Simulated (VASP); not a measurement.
InAs, 2 atoms in the cell. The structure is cubic, space group F-43m (No. 216). Conventional cell: a = 6.109 Å, b = 6.109 Å, c = 6.109 Å, α = 90.00°, β = 90.00°, γ = 90.00°. In (site symmetry -43m) has 4 As at 2.65 Å within 3.5 Å. As (site symmetry -43m) has 4 In at 2.65 Å within 3.5 Å. 

- Program: VASP 6.6.1
- Task: single point
- Functional: HSE06
- Potentials or basis: VASP PAW PBE potentials, release 64 (In_d, As)
- Cutoff: 520 eV
- k mesh: 4 × 4 × 4
- Occupations: fermi-dirac, width 0.02 eV
- Spin: no spin polarisation
- Dipole correction: no
- Grid for exact exchange (PRECFOCK): Normal
- Further INCAR settings: ALGO = Normal; EDIFF = 1e-07; NBANDS = 16
- Share of exact exchange: 0.25
- Screening parameter: 0.2079 1/Å

Potentials or basis: VASP PAW PBE potentials, release 64 (In_d, As).

Run with:

```console
$ cat potpaw_PBE.64/In_d/POTCAR potpaw_PBE.64/As/POTCAR > POTCAR
$ cp INCAR.step1 INCAR
$ mpirun -np 1 vasp_std > vasp.out
$ cp INCAR.step2 INCAR
$ mpirun -np 1 vasp_std > vasp.out
```

Hardware: 1 thread of Intel(R) Xeon(R) 6975P-C (Granite Rapids), on a shared host.

**Question.** Estimate the wall time of this run.

**Answer.** Wall time 11 min on 1 thread of Intel(R) Xeon(R) 6975P-C (Granite Rapids), with other jobs on the host, peak memory 0.29 GiB. Counts: k points 8.
